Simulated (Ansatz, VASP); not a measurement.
**KI: VASP beside Ansatz**

INCAR

```
SYSTEM = KI
PREC     = Accurate       ! precision mode
ENCUT    = 520            ! plane-wave cutoff, eV
EDIFF    = 1E-7           ! SCF threshold, eV
ISMEAR   = 0              ! smearing method
SIGMA    = 0.05           ! smearing width, eV
LREAL    = .FALSE.        ! projectors in reciprocal space
LASPH    = .TRUE.         ! aspherical terms in the spheres
NELM     = 100            ! most SCF steps
ALGO     = Normal         ! electronic algorithm
ISIF     = 2              ! what is computed and relaxed
LWAVE    = .FALSE.        ! write WAVECAR
LCHARG   = .TRUE.         ! write CHGCAR
GGA      = PE             ! functional
LELF     = .TRUE.         ! ELF
LVHAR    = .TRUE.       
NBANDS   = 15             ! bands
```

KPOINTS

```
Automatic mesh
0
G
  6 6 6
  0 0 0
```

File POSCAR:

```
KI
1.0
    0.0000000000      3.5245500000      3.7007775000
    3.5245500000      0.0000000000      3.7007775000
    3.5245500000      3.5245500000      0.0000000000
K I
1 1
Direct
    0.0000000000      0.0000000000      0.0000000000
    0.5000000000      0.5000000000      0.5000000000
```

Input for Ansatz:

```yaml
crystal:
  lattice:
    - [0.0, 3.52455, 3.7007775]
    - [3.52455, 0.0, 3.7007775]
    - [3.52455, 3.52455, 0.0]
  atoms:
    - { symbol: K, position: [0.0, 0.0, 0.0] }
    - { symbol: I, position: [0.5, 0.5, 0.5] }
basis:
  ecutwfc: 420
kpoints:
  mp_grid: { grid: [6, 6, 6] }
hamiltonian:
  xc: pbe
scf:
  occupations: { method: gaussian, width: 0.05 }
output:
  forces: true
  stress: true
  eigenvalues: true
```

Change from the starting cell: strain +0.000 along x and y, +0.050 along z, atoms carried along.

Alike in both runs: task single point; functional PBE; k mesh 6 × 6 × 6; occupations gaussian, width 0.05 eV; no spin polarisation.

|  | VASP | Ansatz |
| --- | --- | --- |
| version | VASP 6.6.1 | Ansatz 0.2.0 |
| potentials or method | VASP PAW PBE potentials, release 64 (K_sv, I), cutoff 520 eV | scalar-relativistic, plane waves, PAW |
| valence electrons in the cell | 16 | 26 |

Ansatz gave:

```
gap on the k mesh at the Fermi level (eV)                     : 3.87
least direct gap on the mesh (eV)                             : 3.87
pressure (GPa)                                                : 0.2
traceless stress, the component that is largest in VASP (GPa) : -0.63
```

Question: Which values does VASP return?

Answer: gap on the k mesh at the Fermi level (eV): 3.86; least direct gap on the mesh (eV): 3.86; pressure (GPa): 0.2; traceless stress, the component that is largest in VASP (GPa): -0.63.

The functional is the same, so the differences come from potentials, cutoffs and numerics. VASP's potentials hold 16 valence electrons a cell and Ansatz's 26, so a difference there can come from the potentials and not from the codes.

Spin-orbit coupling is off throughout.
